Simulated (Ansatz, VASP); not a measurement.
## Two plane-wave programs on Na3Sb2

```
Sb Na
1.0
     4.35830    4.46326    0.00000
     4.35830   -4.46326    0.00000
     2.30207    0.00000   -8.46718
Sb Na
4 6
Direct
  0.87770 0.31344 0.83960
  0.68656 0.12230 0.66040
  0.12230 0.68656 0.16040
  0.31344 0.87770 0.33960
  0.75921 0.66429 0.51484
  0.33571 0.24079 0.98516
  0.24079 0.33571 0.48516
  0.66429 0.75921 0.01484
  0.16063 0.83937 0.75000
  0.83937 0.16063 0.25000
```

Alike in both runs: task single point; functional PBE; k mesh 3 × 3 × 2; no spin polarisation.

|  | VASP | Ansatz |
| --- | --- | --- |
| version | VASP 6.6.1 | Ansatz 0.2.0 |
| potentials or method | VASP PAW PBE potentials, release 64 (Sb, Na_pv), cutoff 520 eV | PAW plane waves |
| occupations | fermi-dirac, width 0.1 eV | fermi-dirac |
| valence electrons in the cell | 62 | 114 |

Ansatz gave:

* gap on the k mesh at the Fermi level (eV): none
* pressure (GPa): 0.1
* traceless stress, the component that is largest in VASP (GPa): -2.84
* rms of the force components (eV/Å): 1.015

Question: Which values does VASP return?

Answer: gap on the k mesh at the Fermi level (eV): none; pressure (GPa): 0.2; traceless stress, the component that is largest in VASP (GPa): -2.96; rms of the force components (eV/Å): 1.054.

Atom by atom the forces differ by 0.039 eV/Å (rms over components). A gap of «none» marks a metal or a gap that the smearing closes. VASP's potentials hold 62 valence electrons a cell and Ansatz's 114, so a difference there can come from the potentials and not from the codes.

The k mesh is coarse, so the values compare programs but aren't converged. Spin-orbit coupling is off throughout.
